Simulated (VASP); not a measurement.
# Mg (Fm-3m) in VASP: notebook

Runs on Mg. Level: PBE. Tasks: single point.

All numbers are computed with VASP 6.6.1; they aren't measurements. Logs are shortened: lines on timing, memory, paths and dates and some standing lists are left out, and cuts for length are marked.

## (1) The cell of the first run

It takes space group Fm-3m (No. 225, cubic). Conventional cell: a = 4.489 Å, b = 4.489 Å, c = 4.489 Å, α = 90.00°, β = 90.00°, γ = 90.00°. Mg (site symmetry m-3m) has 12 Mg at 3.17 Å within 4.2 Å.

## (2) Single point, PBE

The input, INCAR:

```
SYSTEM = Mg
PREC = Accurate
ENCUT = 520
EDIFF = 1E-6
ISMEAR = 1
SIGMA = 0.05
LREAL = .False.
LASPH = .True.
NELM = 100
ALGO = Normal
ISIF = 2
LWAVE = .False.
LCHARG = .False.
GGA = PE
NBANDS = 7
```

The input, KPOINTS:

```
Automatic mesh
0
Gamma
  9 9 9
  0 0 0
```

The input, POSCAR:

```
Mg
1.0
    0.0000000000      2.2442560000      2.2442560000
    2.2442560000      0.0000000000      2.2442560000
    2.2442560000      2.2442560000      0.0000000000
Mg
1
Direct
    0.0000000000      0.0000000000      0.0000000000
```

Potentials or basis: VASP PAW PBE potentials, release 64 (Mg).

On the command line:

```console
> cat potpaw_PBE.64/Mg/POTCAR > POTCAR
> mpirun -np 1 vasp_std > vasp.out
```

OUTCAR:

```text
SYSTEM = Mg
   PREC = Accurate
   ENCUT = 520
   EDIFF = 1E-6
   ISMEAR = 1
   LREAL = .False.
   LASPH = .True.
   NELM = 100
   ISIF = 2
   GGA = PE

 ion  position               nearest neighbor table
   1  0.000  0.000  0.000-

  LATTYP: Found a face centered cubic cell.
 ALAT       =     4.4885120000

  Lattice vectors:

 A1 = (   0.0000000000,   2.2442560000,   2.2442560000)
 A2 = (   2.2442560000,   0.0000000000,   2.2442560000)
 A3 = (   2.2442560000,   2.2442560000,   0.0000000000)

Analysis of symmetry for initial positions (statically):
=====================================================================
 Subroutine PRICEL returns:
 Original cell was already a primitive cell.

 Routine SETGRP: Setting up the symmetry group for a
 face centered cubic supercell.

 Subroutine GETGRP returns: Found 48 space group operations
 (whereof 48 operations were pure point group operations)
 out of a pool of 48 trial point group operations.

The static configuration has the point symmetry O_h .

Analysis of symmetry for dynamics (positions and initial velocities):
=====================================================================
 Subroutine PRICEL returns:
 Original cell was already a primitive cell.

 Routine SETGRP: Setting up the symmetry group for a
 face centered cubic supercell.

 Subroutine GETGRP returns: Found 48 space group operations
 (whereof 48 operations were pure point group operations)
 out of a pool of 48 trial point group operations.

The dynamic configuration has the point symmetry O_h .

 Subroutine INISYM returns: Found 48 space group operations
 (whereof 48 operations are pure point group operations),
 and found     1 'primitive' translations

----------------------------------------------------------------------------------------

                                     Primitive cell

  volume of cell :      22.6072

  direct lattice vectors                    reciprocal lattice vectors
     0.000000000  2.244256000  2.244256000    -0.222790983  0.222790983  0.222790983
     2.244256000  0.000000000  2.244256000     0.222790983 -0.222790983  0.222790983
     2.244256000  2.244256000  0.000000000     0.222790983  0.222790983 -0.222790983

  length of vectors
     3.173857273  3.173857273  3.173857273     0.385885302  0.385885302  0.385885302

  position of ions in fractional coordinates (direct lattice)
     0.000000000  0.000000000  0.000000000

  ion indices of the primitive-cell ions
[... 69 lines left out ...]
   LNONCOLLINEAR =      F non collinear calculations
   LSORBIT =      F    spin-orbit coupling
   LASPH  =      T    aspherical Exc in radial PAW
   ENCUT  =  520.0 eV  38.22 Ry    6.18 a.u.   5.90  5.90  5.90*2*pi/ulx,y,z
   NELM   =    100;   NELMIN=  2; NELMDL= -5     # of ELM steps
   EDIFF  = 0.1E-05   stopping-criterion for ELM
   LREAL  =      F    real-space projection
   EDIFFG = 0.1E-04   stopping-criterion for IOM
   NSW    =      0    number of steps for IOM
   IBRION =     -1    ionic relax: 0-MD 1-quasi-New 2-CG
   NFREE  =      0    steps in history (QN), initial steepest desc. (CG)
   ISIF   =      2    stress and relaxation
   ISYM   =      2    0-nonsym 1-usesym 2-fastsym
   POTIM  = 0.5000    time-step for ionic-motion
   TEBEG  =    0.0;   TEEND  =   0.0 temperature during run
   PSTRESS=    0.0 pullay stress
   NELECT =       2.0000    total number of electrons
   NUPDOWN=      -1.0000    fix difference up-down
   EMIN   =  10.00;   EMAX   =-10.00  energy-range for DOS
   EFERMI =   0.00;   METHOD = LEGACY
   ISMEAR =     1;   SIGMA  =   0.05  broadening in eV -4-tet -1-fermi 0-gaus
   EFERMI_NEDOS =   21; number of points for ismear=-14 and -15
   IALGO  =     38    algorithm
   IMIX   =      4    mixing-type and parameters
     AMIX     =   0.40;   BMIX     =  1.00
     AMIX_MAG =   1.60;   BMIX_MAG =  1.00
  volume/ion in A,a.u.               =      22.61       152.56
  Fermi-wavevector in a.u.,A,eV,Ry     =   0.729462  1.378483  7.239854  0.532114
  Thomas-Fermi vector in A             =   1.821189
   LORBIT       =      0    0 simple, 1 ext, 2 COOP (PROOUT), +10 PAW based schemes
   GGA     = PE    functional components
   LHFCALC =     F    Hartree Fock is set to
   AEXX    =    0.0000 exact exchange contribution
   IVDW    =     0    specifies the selected vdW correction
   LEPSILON=     F    determine dielectric tensor
   LRPA    =     F    only Hartree local field effects (RPA)
 non-spin polarized calculation
 Methfessel and Paxton  Order N= 1 SIGMA  =   0.05
  energy-cutoff  :      520.00
  volume of cell :       22.61
 maximum number of plane-waves:       620
   NGX = 11   NGY = 11   NGZ = 11

 number of electron       2.0000000 magnetization

 Free energy of the ion-electron system (eV)
  ---------------------------------------------------
  ext. energy  EPLUGINS =         0.00000000
  ---------------------------------------------------
  free energy    TOTEN  =        -1.48705216 eV

  energy without entropy =       -1.48701517  energy(sigma->0) =       -1.48703983

 E-fermi :   2.6308     XC(G=0):  -8.5394

 val. band max:        2.5831706514   @ k =  -0.4444   0.2222   0.0000
 cond. band min:       2.6433014149   @ k =  -0.4444   0.4444   0.0000
 fundamental gap:      0.0601307635
 Fermi energy:         2.6307532603

 k-point     1 :       0.0000    0.0000    0.0000
  band No.  band energies     occupation
      1      -4.2849      2.00000
      2      15.1572      0.00000
      3      15.1572      0.00000
      4      15.1572      0.00000
      5      17.1698      0.00000
      6      17.1698      0.00000
      7      17.1698      0.00000
[... 221 lines left out ...]
 k-point    24 :       0.4444    0.4444    0.0000
  band No.  band energies     occupation
      1       1.4241      2.00000
      2       4.7168      0.00000
      3       8.9150      0.00000
      4       9.8053      0.00000
      5       9.8053      0.00000
      6      12.7291      0.00000
      7      26.0067      0.00000

 [... further k-points ...]
[... 5 lines left out ...]
  --------------------------------------------------------------------------------------
  -------------------------------------------------------------------------------------
  Total        0.1029131      0.1029131      0.1029131     -0.0000000     -0.0000000     -0.0000000
  in kB        7.2934708      7.2934708      7.2934708     -0.0000000     -0.0000000     -0.0000000
  external PRESSURE =       7.2934708 kB  Pullay stress =       0.0000000 kB

 VOLUME and BASIS-vectors are now :
 -----------------------------------------------------------------------------
  energy-cutoff  :      520.00
  volume of cell :       22.61
      direct lattice vectors                 reciprocal lattice vectors
     0.000000000  2.244256000  2.244256000    -0.222790983  0.222790983  0.222790983
     2.244256000  0.000000000  2.244256000     0.222790983 -0.222790983  0.222790983
     2.244256000  2.244256000  0.000000000     0.222790983  0.222790983 -0.222790983

 POSITION                                       TOTAL-FORCE (eV/Angst)
 -----------------------------------------------------------------------------------
      0.00000      0.00000      0.00000         0.000000      0.000000      0.000000
 -----------------------------------------------------------------------------------
    total drift:                               -0.000000      0.000000      0.000000

  FREE ENERGIE OF THE ION-ELECTRON SYSTEM (eV)
  ---------------------------------------------------
  free  energy   TOTEN  =        -1.4870521565 eV

  energy  without entropy=       -1.4870151665  energy(sigma->0) =       -1.48703983
```

Run time: 10 s. Hardware: 1 thread of AMD EPYC 9R45, shared host; peak memory 0.1 GiB.

What came out:

```yaml
Free_energy: -1.4871 eV
Pressure: 0.7 GPa
Band_gap_on_the_k_mesh: zero (band 1 reaches 3.31 eV, above the bottom of band 2 at 1.89 eV)
```

## (3) Single point, PBE

This run uses another cell than the first one, of 23.17 Å³/atom, 1.025 times its volume.

The input, INCAR:

```
SYSTEM = Mg
  PREC = Accurate
  ENCUT = 520
  EDIFF = 1E-6
  ISMEAR = 1
  SIGMA = 0.05
  LREAL = .False.
  LASPH = .True.
  NELM = 60
  ALGO = Normal
  ISIF = 2
  LWAVE = .False.
  LCHARG = .False.
  GGA = PE
  NBANDS = 7
```

The input, KPOINTS:

```
regular mesh
0
Gamma
  9 9 9
  0 0 0
```

The input, POSCAR:

```
Mg
1.0
    0.0000000000      2.2628044114      2.2628044114
    2.2628044114      0.0000000000      2.2628044114
    2.2628044114      2.2628044114      0.0000000000
Mg
1
Direct
    0.0000000000      0.0000000000      0.0000000000
```

Potentials or basis: VASP PAW PBE potentials, release 64 (Mg).

On the command line:

```console
> cat potpaw_PBE.64/Mg/POTCAR > POTCAR
> mpirun -np 1 vasp_std > vasp.out
```

Run time: 8.8 s. Hardware: 1 thread of AMD EPYC 9R45, shared host; peak memory 0.1 GiB.

The run converged. Its results:

```yaml
Free_energy: -1.4880 eV
Pressure: -0.2 GPa
Band_gap_on_the_k_mesh: zero (band 1 reaches 3.17 eV, above the bottom of band 2 at 1.76 eV)
```

Levels at points of the mesh, in eV from the Fermi level:
```
           k point  band 1  band 2  band 3  band 4  band 5  band 6
(0.00, 0.00, 0.00)   -6.81   12.37   12.37   12.37   14.25   14.25
```

## (4) Single point, PBE

This run uses another cell than the first one, of 23.74 Å³/atom, 1.050 times its volume.

The input, INCAR:

```
PREC = Accurate
ENCUT = 520
EDIFF = 1E-6
ISMEAR = 1
SIGMA = 0.05
LREAL = False
LASPH = True
NELM = 80
ALGO = Normal
ISIF = 2
LWAVE = False
LCHARG = False
GGA = PE
NBANDS = 7
```

The input, KPOINTS:

```
Automatic mesh
0
Gamma
  9 9 9
```

The input, POSCAR:

```
Mg
1.0
    0.0000000000      2.2810536222      2.2810536222
    2.2810536222      0.0000000000      2.2810536222
    2.2810536222      2.2810536222      0.0000000000
Mg
1
Direct
    0.0000000000      0.0000000000      0.0000000000
```

On the command line:

```console
> cat potpaw_PBE.64/Mg/POTCAR > POTCAR
> mpirun -np 1 vasp_std > vasp.out
```

Run time: 9.3 s. Hardware: 1 thread of AMD EPYC 9R45, shared host; peak memory 0.1 GiB.

It converged, with:

| Property | Result |
| --- | --- |
| Free energy | -1.4859 eV |
| Pressure | -1.0 GPa |
| Band gap on the k mesh | zero (band 1 reaches 3.05 eV, above the bottom of band 2 at 1.64 eV) |

Levels at points of the mesh, in eV from the Fermi level:
| k point | band 1 | band 2 | band 3 | band 4 |
| --- | --- | --- | --- | --- |
| (0.00, 0.00, 0.00) | -6.72 | 12.21 | 12.21 | 12.21 |

## (5) Single point, PBE

This run uses another cell than the first one, of 24.30 Å³/atom, 1.075 times its volume.

The input, INCAR:

```
ALGO     = Normal         # electronic algorithm
EDIFF    = 1E-7           # SCF threshold, eV
ENCUT    = 520            # plane-wave cutoff, eV
GGA      = PE             # functional
ISIF     = 2              # what is computed and relaxed
ISMEAR   = 1              # smearing method
LASPH    = True           # aspherical terms in the spheres
LCHARG   = False          # write CHGCAR
LREAL    = False          # projectors in reciprocal space
LWAVE    = False          # write WAVECAR
NBANDS   = 7              # bands
NELM     = 60             # most SCF steps
PREC     = Accurate       # precision mode
SIGMA    = 0.05           # smearing width, eV
```

The input, KPOINTS:

```
k-points
0
Gamma
  9 9 9
```

The input, POSCAR:

```
Mg
1.0
    0.0000000000      2.2990154138      2.2990154138
    2.2990154138      0.0000000000      2.2990154138
    2.2990154138      2.2990154138      0.0000000000
Mg
1
Direct
    0.0000000000      0.0000000000      0.0000000000
```

On the command line:

```console
> cat potpaw_PBE.64/Mg/POTCAR > POTCAR
> mpirun -np 1 vasp_std > vasp.out
```

It took 11 s on 1 thread of AMD EPYC 9R45, shared host; peak memory 0.1 GiB.

Results (log left out):

```
Free energy            : -1.4812 eV
Pressure               : -1.7 GPa
Band gap on the k mesh : zero (band 1 reaches 2.93 eV, above the bottom of band 2 at 1.52 eV)
```

Levels at points of the mesh, in eV from the Fermi level:
```tsv
k point	band 1	band 2	band 3	band 4	band 5
(0.00, 0.00, 0.00)	-6.63	12.06	12.06	12.06	13.70
```

## (6) Single point, PBE

This run uses another cell than the first one, of 24.87 Å³/atom, 1.100 times its volume.

Changes to INCAR since step 5:

```diff
@@ -1,3 +1,3 @@
 ALGO     = Normal         # electronic algorithm
-EDIFF    = 1E-7           # SCF threshold, eV
+EDIFF    = 1E-6           # SCF threshold, eV
 ENCUT    = 520            # plane-wave cutoff, eV
@@ -11,3 +11,3 @@
 NBANDS   = 7              # bands
-NELM     = 60             # most SCF steps
+NELM     = 100            # most SCF steps
 PREC     = Accurate       # precision mode
```

KPOINTS is that of step 5.

The input, POSCAR:

```
Mg
1.0
    0.0000000000      2.3167008428      2.3167008428
    2.3167008428      0.0000000000      2.3167008428
    2.3167008428      2.3167008428      0.0000000000
Mg
1
Direct
    0.0000000000      0.0000000000      0.0000000000
```

Potentials or basis: VASP PAW PBE potentials, release 64 (Mg).

On the command line:

```console
> cat potpaw_PBE.64/Mg/POTCAR > POTCAR
> mpirun -np 1 vasp_std > vasp.out
```

Wall time 11 s (1 thread of AMD EPYC 9R45, shared host); peak memory 0.1 GiB.

It converged, with:

```
Free energy            : -1.4741 eV
Pressure               : -2.3 GPa
Band gap on the k mesh : zero (band 1 reaches 2.82 eV, above the bottom of band 2 at 1.41 eV)
```

Levels at points of the mesh, in eV from the Fermi level:
```csv
k point,band 1,band 2,band 3,band 4,band 5
"(0.00, 0.00, 0.00)",-6.54,11.92,11.92,11.92,13.44
```

## (7) The runs side by side

```tsv
cell	gap on the mesh (eV)	pressure (GPa)
a = 3.174 Å, angles 60.0°, 1 atom	none	0.7
a = 3.200 Å, angles 60.0°, 1 atom	none	-0.2
a = 3.226 Å, angles 60.0°, 1 atom	none	-1.0
a = 3.251 Å, angles 60.0°, 1 atom	none	-1.7
a = 3.276 Å, angles 60.0°, 1 atom	none	-2.3
```

Alike in all rows: task single point; level PBE; potentials or basis VASP PAW PBE potentials, release 64 (Mg); no spin polarisation; k mesh 9 × 9 × 9; cutoff (eV) 520; smearing methfessel-paxton 0.05 eV.

Total energies depend on the potentials used, so only differences within one code and one set of settings carry meaning.
